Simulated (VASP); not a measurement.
# Zn3NO3 in VASP: further runs, part 2 of 2

VASP 6.6.1. The steps go on from the part before.

**3. Single point, PBE+D3(BJ)**

The input, INCAR:

```
SYSTEM = Zn3NO3
PREC = Accurate ; ENCUT = 520
EDIFF = 1E-6 ; ISMEAR = -1
SIGMA = 0.02 ; LREAL = .FALSE.
LASPH = .TRUE. ; NELM = 80
ALGO = Normal ; ISIF = 2
LWAVE = .FALSE. ; LCHARG = .FALSE.
GGA = PE ; IVDW = 12
NBANDS = 72
```

The input, KPOINTS:

```
Automatic mesh
0
G
  2 2 1
  0 0 0
```

The input, POSCAR:

```
Zn3NO3
1.0
    5.6281260000      0.0000000000      0.0000000000
   -2.8140630000      5.4515300000      0.0000000000
    0.0000000000      0.0000000000     17.4697620000
Zn O N
6 6 2
Direct
    0.3333258708      0.0000000000      0.0572417644
    0.4431507569      0.5018040807      0.0474705952
    0.7715635471      0.1274871458      0.0154323797
    0.9722743005      0.5796537853      0.0966756158
    0.5791878434      0.2620915596      0.2388412618
    0.4786145325      0.6353812599      0.2503468565
    0.6403517288      0.8355819375     -0.0070407370
    0.1516354799      0.1508934189      0.0215114551
    1.1601068604      0.6062151359      0.0135376773
    0.6144525062      0.2963388260      0.1262638838
    0.4539867216      0.8130928382      0.1745530363
    0.5616490308      0.4686574228      0.3145148743
    0.0380178409      1.1021676483      0.3257170876
    0.0892356557      1.0298026426      0.3842009983
```

Potentials or basis: VASP PAW PBE potentials, release 64 (Zn, O, N).

Started as:

```bash
$ cat potpaw_PBE.64/Zn/POTCAR potpaw_PBE.64/O/POTCAR potpaw_PBE.64/N/POTCAR > POTCAR
$ mpirun -np 1 vasp_std > vasp.out
```

OUTCAR:

```text
SYSTEM = Zn3NO3
   PREC = Accurate
   ENCUT = 520
   EDIFF = 1E-6
   ISMEAR = -1
   LREAL = .FALSE.
   LASPH = .TRUE.
   NELM = 80
   ISIF = 2
   GGA = PE
   IVDW = 12
 IVDW          = 12

 ion  position               nearest neighbor table
   1  0.333  0.000  0.057-   8 1.78  10 2.15   9 2.28   3 2.34   4 2.54   2 2.85
   2  0.443  0.502  0.047-   9 2.06   7 2.06   8 2.07  10 2.35   1 2.85   4 2.92   4 3.03
   3  0.772  0.127  0.015-   7 1.64   8 2.08   1 2.34   4 2.85
   4  0.972  0.580  0.097-   9 1.76  10 2.03   1 2.54   3 2.85   2 2.92   2 3.03
   5  0.579  0.262  0.239-  12 1.86  10 1.98   6 2.61
   6  0.479  0.635  0.250-  12 1.72  11 1.76   5 2.61
   7  0.640  0.836  0.993-   3 1.64   2 2.06
   8  0.152  0.151  0.022-   1 1.78   2 2.07   3 2.08
   9  0.160  0.606  0.014-   4 1.76   2 2.06   1 2.28
  10  0.614  0.296  0.126-   5 1.98   4 2.03   1 2.15   2 2.35
  11  0.454  0.813  0.175-   6 1.76
  12  0.562  0.469  0.315-   6 1.72   5 1.86
  13  0.038  0.102  0.326-  14 1.20
  14  0.089  0.030  0.384-  13 1.20

  LATTYP: Found a base centered orthorhombic cell.
 ALAT       =     5.6281260000
 B/A-ratio  =     1.9372451861
 C/A-ratio  =     3.1040104646

  Lattice vectors:

 A1 = (   2.8140630000,  -5.4515300000,   0.0000000000)
 A2 = (   2.8140630000,   5.4515300000,   0.0000000000)
 A3 = (   0.0000000000,   0.0000000000,  17.4697620000)

Analysis of symmetry for initial positions (statically):
=====================================================================
 Subroutine PRICEL returns:
 Original cell was already a primitive cell.

 Routine SETGRP: Setting up the symmetry group for a
 base centered orthorhombic supercell.

 Subroutine GETGRP returns: Found  1 space group operations
 (whereof  1 operations were pure point group operations)
 out of a pool of  8 trial point group operations.

The static configuration has the point symmetry C_1 .

Analysis of symmetry for dynamics (positions and initial velocities):
[... 149 lines left out ...]
 NGX is ok and might be reduce to    42
   NGX = 21   NGY = 23   NGZ = 65

 number of electron     118.0000005 magnetization

 Free energy of the ion-electron system (eV)
  ---------------------------------------------------
  ext. energy  EPLUGINS =         0.00000000
  ---------------------------------------------------
  free energy    TOTEN  =       -57.99264503 eV

  energy without entropy =      -57.99190545  energy(sigma->0) =      -57.99227524

 E-fermi :  -3.3273     XC(G=0):  -4.4381

 val. band max:       -3.4400193140   @ k =   0.0000   0.0000   0.0000
 cond. band min:      -3.2237683824   @ k =   0.0000   0.0000   0.0000
 fundamental gap:      0.2162509316
 Fermi energy:        -3.3272596382

 k-point     1 :       0.0000    0.0000    0.0000
  band No.  band energies     occupation
      1     -25.1646      2.00000
      2     -21.7085      2.00000
      3     -21.2849      2.00000
      4     -20.9783      2.00000
      5     -20.3061      2.00000
      6     -20.1744      2.00000
[... 285 lines left out ...]
     70       2.2498      0.00000
     71       2.5672      0.00000
 [bands above 71 left out]

------------------------ aborting loop because EDIFF is reached ----------------------------------------

 Edisp (eV)   -1.49108

 E8    (eV) :    -0.5698

  FORCE on cell =-STRESS in cart. coord.  units (eV):
  Direction    XX          YY          ZZ          XY          YZ          ZX
  --------------------------------------------------------------------------------------
  -------------------------------------------------------------------------------------
  Total       1.14482     0.49519   -10.98513     2.55125     0.42038    -5.89126
  in kB       3.42198     1.48019   -32.83572     7.62597     1.25656   -17.60961
  external pressure =       -9.31 kB  Pullay stress =        0.00 kB

 VOLUME and BASIS-vectors are now :
 -----------------------------------------------------------------------------
  energy-cutoff  :      520.00
  volume of cell :      536.01
      direct lattice vectors                 reciprocal lattice vectors
     5.628126000  0.000000000  0.000000000     0.177679036  0.091717371  0.000000000
    -2.814063000  5.451530000  0.000000000     0.000000000  0.183434742  0.000000000
     0.000000000  0.000000000 17.469762000     0.000000000  0.000000000  0.057241764

 POSITION                                       TOTAL-FORCE (eV/Angst)
 -----------------------------------------------------------------------------------
      1.87600      0.00000      1.00000         0.678391     -1.876779      0.289209
      1.08200      2.73560      0.82930        -1.097425      0.496255     -0.989615
      3.98370      0.69500      0.26960         2.760865      5.051021      0.955474
      3.84090      3.16000      1.68890        -1.164761     -1.242283      1.441275
      2.52220      1.42880      4.17250         0.188463     -0.587675     -0.934508
      0.90570      3.46380      4.37350        -0.945901      1.311898     -1.074505
      1.25260      4.55520     17.34676         0.098268     -5.226217     -0.637813
      0.42880      0.82260      0.37580        -0.354871      2.003875      0.369332
     -0.80483      3.30480      0.23650        -0.491748     -0.001705     -0.050328
      2.62430      1.61550      2.20580         0.437474      1.345561      0.106222
      0.26700      4.43260      3.04940        -1.173744      0.407105     -0.152970
      1.84220      2.55490      5.49450         1.319320     -1.432888      0.553849
     -0.07354      0.55697      5.69020         3.671872     -3.196658      8.005502
      0.41836      0.16247      6.71190        -3.926203      2.948491     -7.881124
 -----------------------------------------------------------------------------------
    total drift:                                0.000382      0.002098     -0.002365

  FREE ENERGIE OF THE ION-ELECTRON SYSTEM (eV)
  ---------------------------------------------------
  free  energy   TOTEN  =       -59.4837222328 eV

  energy  without entropy=      -59.4829826541  energy(sigma->0) =      -59.48335244
```

OSZICAR:

```text
N       E                     dE             d eps       ncg     rms          rms(c)
DAV:   1     0.106738757731E+04    0.10674E+04   -0.52086E+04   576   0.158E+03
DAV:   2     0.142461086100E+03   -0.92493E+03   -0.88619E+03   648   0.383E+02
DAV:   3    -0.616444825530E+02   -0.20411E+03   -0.20091E+03   672   0.176E+02
[... 18 lines left out ...]
DAV:  22    -0.579926339737E+02   -0.11362E-04   -0.85020E-07   448   0.518E-03    0.849E-04
DAV:  23    -0.579926401637E+02   -0.61900E-05   -0.50561E-07   440   0.459E-03    0.713E-04
DAV:  24    -0.579926430606E+02   -0.28969E-05   -0.31844E-07   408   0.305E-03    0.484E-04
DAV:  25    -0.579926440782E+02   -0.10176E-05   -0.13308E-07   400   0.211E-03    0.315E-04
DAV:  26    -0.579926450312E+02   -0.95302E-06   -0.13251E-07   408   0.148E-03
   1 F= -.59483722E+02 E0= -.59483352E+02  d E =-.739579E-03
```

stdout:

```text
POSCAR found type information on POSCAR ZnO N
 POSCAR found :  3 types and      14 ions
 scaLAPACK will be used
 LDA part: xc-table for (Slater+PW92), standard interpolation
 POSCAR, INCAR and KPOINTS ok, starting setup
 FFT: planning ... GRIDC
 FFT: planning ... GRID_SOFT
 FFT: planning ... GRID
 WAVECAR not read
 entering main loop
```

It took 4.4 min on 1 thread of Intel Xeon 6975P-C (Granite Rapids), shared host; peak memory 0.67 GiB.

What came out:

```yaml
Free_energy: -59.4837 eV
Largest_force: 9.370 eV/Å
Band_gap_on_the_k_mesh: 0.22 eV
Dispersion_energy_per_atom: -0.107 eV
```

Forces on the atoms (eV/Å):
```
Zn   0.678 -1.877  0.289
Zn  -1.097  0.496 -0.990
Zn   2.761  5.051  0.955
Zn  -1.165 -1.242  1.441
Zn   0.188 -0.588 -0.935
Zn  -0.946  1.312 -1.075
O    0.098 -5.226 -0.638
O   -0.355  2.004  0.369
O   -0.492 -0.002 -0.050
O    0.437  1.346  0.106
O   -1.174  0.407 -0.153
O    1.319 -1.433  0.554
N    3.672 -3.197  8.006
N   -3.926  2.948 -7.881
```

Levels at points of the mesh, in eV from the valence-band top:
```tsv
k point	band 57	band 58	band 59	band 60	band 61	band 62
(0.00, 0.00, 0.00)	-0.84	-0.60	0.00	0.22	1.62	1.81
(0.50, 0.00, 0.00)	-0.77	-0.52	-0.05	1.05	1.68	2.00
(0.50, 0.50, 0.00)	-0.89	-0.60	-0.25	1.27	1.87	2.02
(0.00, 0.50, 0.00)	-1.03	-0.71	-0.01	1.44	1.76	1.86
```

Caveat: the k points lie up to 0.63 Å⁻¹ apart; the standard files for N, O and F lose accuracy on very short bonds.

**4. Single point, PBE+D3(BJ)**

The input, INCAR:

```
  PREC = Accurate
  ENCUT = 520
  EDIFF = 1E-7
  ISMEAR = -1
  SIGMA = 0.02
  LREAL = F
  LASPH = T
  NELM = 60
  ALGO = Normal
  ISIF = 2
  LWAVE = F
  LCHARG = F
  GGA = PE
  IVDW = 12
  NBANDS = 72
```

The input, KPOINTS:

```
Automatic mesh
0
Gamma
  2 2 1
```

The input, POSCAR:

```
Zn3NO3
1.0
    5.6281260000      0.0000000000      0.0000000000
   -2.8140630000      5.4515300000      0.0000000000
    0.0000000000      0.0000000000     17.4697620000
Zn O N
6 6 2
Direct
    0.3333258708      0.0000000000      0.0572417644
    0.4856450346      0.5155433429     -0.0403153746
    0.8767938163      0.0861409549     -0.0753416103
    0.9657637133      0.5871012358      0.0837332529
    0.6429443723      0.2205252470      0.2012963886
    0.4618688491      0.6744895470      0.2125443953
    0.7623055707      0.7588144979     -0.0871963797
    0.2151924345      0.2993288123      0.0075788096
    1.3578894734      0.7726454775     -0.0144420972
    0.7149604393      0.3147006437      0.0898180525
    0.2697842038      0.7987665848      0.2028590888
    0.6312986680      0.4952371169      0.2171638057
   -0.0432894078      1.1343604456      0.4960227850
    0.0504182378      1.0952705020      0.4511395175
```

Started as:

```bash
$ cat potpaw_PBE.64/Zn/POTCAR potpaw_PBE.64/O/POTCAR potpaw_PBE.64/N/POTCAR > POTCAR
$ mpirun -np 1 vasp_std > vasp.out
```

Wall time 4.8 min (1 thread of Intel Xeon 6975P-C (Granite Rapids), shared host); peak memory 0.68 GiB.

The run converged. Its results:

```yaml
Free_energy: -57.7707 eV
Largest_force: 16.589 eV/Å
Band_gap_on_the_k_mesh: 0.39 eV (least direct gap 0.40 eV)
Dispersion_energy_per_atom: -0.090 eV
```

Forces in eV/Å, atoms in the order of the input:
```
Zn    0.691   1.502  -1.227
Zn    0.200   2.382  -0.625
Zn    1.097  -0.031   2.281
Zn    3.250   5.071  -0.800
Zn   -0.492  -2.017  -1.037
Zn    5.688  -3.318   0.620
O     0.860   0.157  -0.815
O    -1.594  -4.234   0.299
O    -1.300   1.125   1.604
O    -2.338  -6.804   0.076
O    -5.326   4.213  -1.566
O    -0.734   1.950   1.209
N   -10.234   3.418  12.584
N    10.233  -3.415 -12.602
```

Levels at points of the mesh, in eV from the valence-band top:
```tsv
k point	band 57	band 58	band 59	band 60	band 61	band 62
(0.00, 0.00, 0.00)	-0.51	-0.23	-0.02	0.39	1.23	1.83
(0.50, 0.00, 0.00)	-0.42	-0.17	0.00	1.34	1.51	1.62
(0.50, 0.50, 0.00)	-0.42	-0.26	-0.15	1.12	1.56	2.17
(0.00, 0.50, 0.00)	-0.43	-0.20	-0.17	1.32	1.73	1.96
```

Caveat: the k points lie up to 0.63 Å⁻¹ apart; the standard files for N, O and F lose accuracy on very short bonds.

**5. Summary**

| cell | gap on the mesh (eV) | largest force (eV/Å) |
| --- | --- | --- |
| as given, atomic positions A | none | 26.97 |
| as given, atomic positions B | 0.22 | 9.37 |
| as given, atomic positions C | 0.39 | 16.59 |

Alike in all rows: task single point; level PBE+D3(BJ); potentials or basis VASP PAW PBE potentials, release 64 (Zn, O, N); no spin polarisation; k mesh 2 × 2 × 1; cutoff (eV) 520; smearing fermi-dirac 0.02 eV.

Caveats: all runs use coarse meshes; the standard files for N, O and F lose accuracy on very short bonds.

Total energies depend on the potentials used, so only differences within one code and one set of settings carry meaning.
